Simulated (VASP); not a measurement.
# MnAs (P6_3/mmc) in VASP: further runs, part 2 of 2

VASP 6.6.1. The steps go on from the part before.

## 3. Single point, PBEsol, collinear spin, ferromagnetic start

This run uses another cell than the first one, of 14.90 Å³/atom.

File INCAR:

```
SYSTEM = MnAs
ALGO     = Normal         ! electronic algorithm
EDIFF    = 1E-6           ! SCF threshold, eV
ENCUT    = 520            ! plane-wave cutoff, eV
GGA      = PS             ! functional
ISIF     = 2              ! what is computed and relaxed
ISMEAR   = -1             ! smearing method
ISPIN    = 2              ! spin polarisation
LASPH    = .TRUE.         ! aspherical terms in the spheres
LCHARG   = .FALSE.        ! write CHGCAR
LMAXMIX  = 4              ! l up to which the mixer works
LORBIT   = 11             ! projections on sites
LREAL    = .FALSE.        ! projectors in reciprocal space
LWAVE    = .FALSE.        ! write WAVECAR
MAGMOM   = 4 4 0 0        ! initial moments
NBANDS   = 30             ! bands
NELM     = 150            ! most SCF steps
PREC     = Accurate       ! precision mode
SIGMA    = 0.1            ! smearing width, eV
```

File KPOINTS:

```
k-points
0
G
  10 10 6
  0 0 0
```

File POSCAR:

```
MnAs
1.0
    3.5817461318      0.0000000000      0.0000000000
   -1.7908730659      3.1018831401      0.0000000000
    0.0000000000      0.0000000000      5.3636918086
Mn As
2 2
Direct
    0.0000000000      0.0000000000      0.0000000000
    0.0000000000      0.0000000000      0.5000000000
    0.3333333333      0.6666666667      0.2500000000
    0.6666666667      0.3333333333      0.7500000000
```

Potentials or basis: VASP PAW PBE potentials, release 64 (Mn_pv, As).

On the command line:

```sh
$ cat potpaw_PBE.64/Mn_pv/POTCAR potpaw_PBE.64/As/POTCAR > POTCAR
$ mpirun -np 1 vasp_std > vasp.out
```

OUTCAR:

```text
SYSTEM = MnAs
   EDIFF = 1E-6
   ENCUT = 520
   GGA = PS
   ISIF = 2
   ISMEAR = -1
   ISPIN = 2
   LASPH = .TRUE.
   LORBIT = 11
   LREAL = .FALSE.
   NELM = 150
   PREC = Accurate

 ion  position               nearest neighbor table
   1  0.000  0.000  0.000-   3 2.46   4 2.46   4 2.46   3 2.46   4 2.46   3 2.46   2 2.68   2 2.68

   2  0.000  0.000  0.500-   3 2.46   4 2.46   4 2.46   3 2.46   4 2.46   3 2.46   1 2.68   1 2.68

   3  0.333  0.667  0.250-   1 2.46   2 2.46   1 2.46   2 2.46   1 2.46   2 2.46
   4  0.667  0.333  0.750-   1 2.46   2 2.46   1 2.46   2 2.46   1 2.46   2 2.46

  LATTYP: Found a hexagonal cell.
 ALAT       =     3.5817461318
 C/A-ratio  =     1.4975075316

  Lattice vectors:

 A1 = (   3.5817461318,   0.0000000000,   0.0000000000)
 A2 = (  -1.7908730659,   3.1018831401,   0.0000000000)
 A3 = (   0.0000000000,   0.0000000000,   5.3636918086)

Analysis of symmetry for initial positions (statically):
=====================================================================
 Subroutine PRICEL returns:
 Original cell was already a primitive cell.

 Routine SETGRP: Setting up the symmetry group for a
 hexagonal supercell.

 Subroutine GETGRP returns: Found 24 space group operations
 (whereof 12 operations were pure point group operations)
 out of a pool of 24 trial point group operations.

The static configuration has the point symmetry D_3d.
 The point group associated with its full space group is D_6h.

Analysis of symmetry for dynamics (positions and initial velocities):
=====================================================================
 Subroutine PRICEL returns:
 Original cell was already a primitive cell.

 Routine SETGRP: Setting up the symmetry group for a
 hexagonal supercell.

 Subroutine GETGRP returns: Found 24 space group operations
 (whereof 12 operations were pure point group operations)
 out of a pool of 24 trial point group operations.

The dynamic configuration has the point symmetry D_3d.
 The point group associated with its full space group is D_6h.

Analysis of structural, dynamic, and magnetic symmetry:
=====================================================================
 Subroutine PRICEL returns:
 Original cell was already a primitive cell.

 Routine SETGRP: Setting up the symmetry group for a
 hexagonal supercell.

 Subroutine GETGRP returns: Found 24 space group operations
 (whereof 12 operations were pure point group operations)
 out of a pool of 24 trial point group operations.

The overall configuration has the point symmetry D_3d.
 The point group associated with its full space group is D_6h.

 Subroutine INISYM returns: Found 24 space group operations
 (whereof 12 operations are pure point group operations),
 and found     1 'primitive' translations

----------------------------------------------------------------------------------------

                                     Primitive cell

  volume of cell :      59.5915

  direct lattice vectors                    reciprocal lattice vectors
     3.581746132  0.000000000  0.000000000     0.279193433  0.161192404  0.000000000
    -1.790873066  3.101883140  0.000000000     0.000000000  0.322384808  0.000000000
     0.000000000  0.000000000  5.363691809     0.000000000  0.000000000  0.186438751

  length of vectors
[... 80 lines left out ...]
   ISPIN  =      2    spin polarized calculation?
   LNONCOLLINEAR =      F non collinear calculations
   LSORBIT =      F    spin-orbit coupling
   LASPH  =      T    aspherical Exc in radial PAW
   ENCUT  =  520.0 eV  38.22 Ry    6.18 a.u.   6.66  6.66  9.97*2*pi/ulx,y,z
   NELM   =    150;   NELMIN=  2; NELMDL= -5     # of ELM steps
   EDIFF  = 0.1E-05   stopping-criterion for ELM
   LREAL  =      F    real-space projection
   EDIFFG = 0.1E-04   stopping-criterion for IOM
   NSW    =      0    number of steps for IOM
   IBRION =     -1    ionic relax: 0-MD 1-quasi-New 2-CG
   NFREE  =      0    steps in history (QN), initial steepest desc. (CG)
   ISIF   =      2    stress and relaxation
   ISYM   =      2    0-nonsym 1-usesym 2-fastsym
   POTIM  = 0.5000    time-step for ionic-motion
   TEBEG  =    0.0;   TEEND  =   0.0 temperature during run
   PSTRESS=    0.0 pullay stress
   NELECT =      36.0000    total number of electrons
   NUPDOWN=      -1.0000    fix difference up-down
   EMIN   =  10.00;   EMAX   =-10.00  energy-range for DOS
   EFERMI =   0.00;   METHOD = LEGACY
   ISMEAR =    -1;   SIGMA  =   0.10  broadening in eV -4-tet -1-fermi 0-gaus
   EFERMI_NEDOS =   21; number of points for ismear=-14 and -15
   IALGO  =     38    algorithm
   IMIX   =      4    mixing-type and parameters
     AMIX     =   0.40;   BMIX     =  1.00
     AMIX_MAG =   1.60;   BMIX_MAG =  1.00
  volume/ion in A,a.u.               =      14.90       100.54
  Fermi-wavevector in a.u.,A,eV,Ry     =   1.383931  2.615250 26.058748  1.915264
  Thomas-Fermi vector in A             =   2.508482
   LORBIT       =     11    0 simple, 1 ext, 2 COOP (PROOUT), +10 PAW based schemes
   GGA     = PS    functional components
   LHFCALC =     F    Hartree Fock is set to
   AEXX    =    0.0000 exact exchange contribution
   IVDW    =     0    specifies the selected vdW correction
   LEPSILON=     F    determine dielectric tensor
   LRPA    =     F    only Hartree local field effects (RPA)
 spin polarized calculation
  energy-cutoff  :      520.00
  volume of cell :       59.59
 maximum number of plane-waves:      1652
 NGX is ok and might be reduce to    28
   NGX = 13   NGY = 13   NGZ = 19

 number of electron      36.0000052 magnetization       4.9187118

 Free energy of the ion-electron system (eV)
  ---------------------------------------------------
  ext. energy  EPLUGINS =         0.00000000
  ---------------------------------------------------
  free energy    TOTEN  =       -30.57932506 eV

  energy without entropy =      -30.48002015  energy(sigma->0) =      -30.52967260

 E-fermi :   8.0228     XC(G=0): -11.9542

 val. band max:        8.0111354787   @ k =   0.0000   0.0000   0.5000
 cond. band min:       8.0285916632   @ k =   0.1000  -0.0000   0.5000
 fundamental gap:      0.0174561845
 Fermi energy:         8.0228174910

 spin component 1

 k-point     1 :       0.0000    0.0000    0.0000
  band No.  band energies     occupation
      1     -41.2910      1.00000
      2     -41.2910      1.00000
      3     -41.2714      1.00000
      4     -41.2714      1.00000
      5     -41.1807      1.00000
      6     -40.9913      1.00000
[... 781 lines left out ...]
     29      18.2362      0.00000
     30      19.4415      0.00000

 [... further k-points ...]

 spin component 2

 k-point     1 :       0.0000    0.0000    0.0000
  band No.  band energies     occupation
      1     -38.7192      1.00000
      2     -38.6144      1.00000
      3     -38.6144      1.00000
      4     -38.5918      1.00000
      5     -38.5918      1.00000
      6     -38.5072      1.00000
[... 781 lines left out ...]
     29      18.5404      0.00000
     30      19.7006      0.00000

 [... further k-points ...]
[... 5 lines left out ...]
  --------------------------------------------------------------------------------------
  -------------------------------------------------------------------------------------
  Total       -0.2572765     -0.2572765     -0.3398623      0.0000000      0.0000000     -0.0000000
  in kB       -6.9171425     -6.9171425     -9.1375449      0.0000000      0.0000000     -0.0000000
  external PRESSURE =      -7.6572766 kB  Pullay stress =       0.0000000 kB

 VOLUME and BASIS-vectors are now :
 -----------------------------------------------------------------------------
  energy-cutoff  :      520.00
  volume of cell :       59.59
      direct lattice vectors                 reciprocal lattice vectors
     3.581746132  0.000000000  0.000000000     0.279193433  0.161192404  0.000000000
    -1.790873066  3.101883140  0.000000000     0.000000000  0.322384808  0.000000000
     0.000000000  0.000000000  5.363691809     0.000000000  0.000000000  0.186438751

 POSITION                                       TOTAL-FORCE (eV/Angst)
 -----------------------------------------------------------------------------------
      0.00000      0.00000      0.00000         0.000000      0.000000      0.000000
      0.00000      0.00000      2.68185         0.000000      0.000000      0.000000
     -0.00000      2.06792      1.34092        -0.000000      0.000000     -0.000000
      1.79087      1.03396      4.02277         0.000000     -0.000000      0.000000
 -----------------------------------------------------------------------------------
    total drift:                               -0.000000      0.000000     -0.000000

  FREE ENERGIE OF THE ION-ELECTRON SYSTEM (eV)
  ---------------------------------------------------
  free  energy   TOTEN  =       -30.5793250582 eV

  energy  without entropy=      -30.4800201513  energy(sigma->0) =      -30.52967260

 total charge

# of ion       s       p       d       tot
------------------------------------------
    1        0.310   6.302   5.188  11.801
    2        0.310   6.302   5.188  11.801
    3        1.211   1.557   0.077   2.845
    4        1.211   1.557   0.077   2.845
--------------------------------------------------
tot          3.044  15.718  10.530  29.291

 magnetization (x)

# of ion       s       p       d       tot
------------------------------------------
    1        0.026   0.023   2.459   2.508
    2        0.026   0.023   2.459   2.508
    3       -0.003  -0.098   0.006  -0.095
    4       -0.003  -0.098   0.006  -0.095
--------------------------------------------------
tot          0.046  -0.150   4.930   4.826
```

Wall time 4.5 min (1 thread of Intel Xeon 8259CL, shared host); peak memory 0.3 GiB.

What came out:

```
Free energy                                           : -30.5793 eV
Pressure                                              : -0.8 GPa
Net moment                                            : 4.92 μB per cell
Site moments                                          : Mn +2.51; As -0.10 μB
Valence electrons inside the program's atomic spheres : Mn 11.80; As 2.85
```

Caveat: the PAW data sets were made with another functional, which shifts forces and pressure a little; the run started ferromagnetic, and an antiferromagnetic order may lie lower in energy.
